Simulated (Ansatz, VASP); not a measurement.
# Ir: VASP beside Ansatz

```
Ir
1.0
     0.00000    1.89930    1.89930
     1.89930    0.00000    1.89930
     1.89930    1.89930    0.00000
Ir
1
Direct
  0.00000 0.00000 0.00000
```

Alike in both runs: task single point; functional r2SCAN; k mesh 18 × 18 × 18; occupations gaussian, width 0.05 eV; no spin polarisation.

|  | VASP | Ansatz |
| --- | --- | --- |
| version | VASP 6.6.1 | Ansatz 0.2.0 |
| potentials or method | VASP PAW PBE potentials, release 64 (Ir), cutoff 520 eV | scalar-relativistic, plane waves, PAW |
| valence electrons in the cell | 9 | 17 |

Ansatz gave:

```
pressure (GPa) : 14.7
```

**Question.** Which values does VASP return?

**Answer.** Pressure (GPa): 17.8.

VASP's potentials were made for PBE, not for r2SCAN. VASP's potentials hold 9 valence electrons a cell and Ansatz's 17, so a difference there can come from the potentials and not from the codes.

Spin-orbit coupling is off throughout.
